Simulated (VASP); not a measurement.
**ZrNb2C3: relaxation of cell and atoms with PBE**

ZrNb2C3:

```xyz
6
Lattice="3.2799 0.0000 0.0000 -1.6400 2.8405 0.0000 0.0000 0.0000 8.3726" Properties=species:S:1:pos:R:3 pbc="T T T"
Zr    0.0000    0.0000    4.1863
Nb    0.0000    1.8937    1.3790
Nb    1.6400    0.9468    6.9936
C     0.0000    1.8937    5.5678
C     1.6400    0.9468    2.8048
C     0.0000    0.0000    0.0000
```

The cell was built from a structure type or drawn by symmetry, and may not be a known phase.

| Property | Result |
| --- | --- |
| Program | VASP 6.6.1 |
| Task | relaxation of cell and atoms |
| Functional | PBE |
| Potentials or basis | VASP PAW PBE potentials, release 64 (Zr_sv, Nb_sv, C) |
| Cutoff | 600 eV |
| k mesh | 6 × 6 × 2 |
| Occupations | gaussian, width 0.1 eV |
| Spin | no spin polarisation |
| Dipole correction | no |
| Further INCAR settings | ALGO = Normal; EDIFF = 1e-06; IBRION = 2; EDIFFG = -0.04; NSW = 90; ISIF = 3 |

```json
{
 "Relaxed volume": "11.81 Å³/atom",
 "Relaxed cell": "a = 3.222 Å, b = 3.222 Å, c = 7.881 Å, α = 90.00°, β = 90.00°, γ = 120.00°",
 "Space group after relaxing (to 0.1 Å)": "P-3m1 (No. 164)",
 "Energy gained by relaxing": "126.1 meV/atom",
 "Ionic steps": "10",
 "Pressure after relaxing": "0.0 GPa",
 "Largest force after relaxing": "0.015 eV/Å",
 "Band gap on the k mesh": "zero (bands 25 and 26 overlap by 1.77 eV)"
}
```

Forces in eV/Å, atoms in the order of the input:
```
Zr   0.000  0.000  0.000
Nb   0.000  0.000  0.013
Nb   0.000  0.000 -0.013
C    0.000  0.000  0.015
C    0.000  0.000 -0.015
C    0.000  0.000  0.000
```

Step by step:
| step | energy change (eV) | largest force (eV/Å) | pressure (GPa) | volume (Å³) |
| --- | --- | --- | --- | --- |
| 1 | 0.0000 | 1.2540 | -21.19 | 78.00 |
| 2 | 1.1078 | 0.5235 | 63.05 | 60.10 |
| 3 | -0.6304 | 1.1802 | 0.86 | 70.64 |
| 4 | -0.6324 | 1.1695 | 2.17 | 70.31 |
| 5 | -0.7474 | 0.2510 | 0.60 | 70.67 |
| 6 | -0.7490 | 0.2186 | 0.43 | 70.72 |
| 7 | -0.7560 | 0.0264 | -0.71 | 71.04 |
| 8 | -0.7560 | 0.0283 | -0.70 | 71.03 |
| 9 | -0.7556 | 0.0435 | 0.99 | 70.60 |
| 10 | -0.7565 | 0.0150 | 0.03 | 70.85 |

Final structure:
```cif
data_structure
_symmetry_space_group_name_H-M 'P 1'
_symmetry_Int_Tables_number 1
_cell_length_a 3.2220
_cell_length_b 3.2220
_cell_length_c 7.8810
_cell_angle_alpha 90.000
_cell_angle_beta 90.000
_cell_angle_gamma 120.000
_cell_volume 70.85
loop_
_atom_site_label
_atom_site_type_symbol
_atom_site_fract_x
_atom_site_fract_y
_atom_site_fract_z
_atom_site_occupancy
Zr1 Zr 0.00000 0.00000 0.50000 1
Nb1 Nb 0.33333 0.66667 0.15953 1
Nb2 Nb 0.66667 0.33333 0.84047 1
C1 C 0.33333 0.66667 0.67613 1
C2 C 0.66667 0.33333 0.32387 1
C3 C 0.00000 0.00000 0.00000 1
```

Levels at points of the mesh, in eV from the Fermi level:
```tsv
k point	band 21	band 22	band 23	band 24	band 25	band 26	band 27	band 28	band 29	band 30
(0.00, 0.00, 0.00)	-3.44	-0.84	-0.84	-0.63	0.09	0.09	0.10	1.02	1.02	1.29
(0.50, 0.00, 0.00)	-3.47	-3.35	-3.25	-0.94	-0.91	1.10	1.46	2.17	2.41	3.07
(0.00, 0.00, 0.50)	-2.44	-2.44	-1.92	-1.92	-0.47	-0.47	0.61	0.61	0.88	1.20
(0.50, 0.00, 0.50)	-3.60	-3.49	-2.26	-2.22	-0.67	-0.35	2.15	2.52	2.72	3.30
```

Wall time 9.8 min on 1 thread of AMD EPYC 7R13, on a shared host, peak memory 0.23 GiB.

Caveat: the k points lie up to 0.40 Å⁻¹ apart in the final cell, too coarse for converged energies and pressures of a metal.
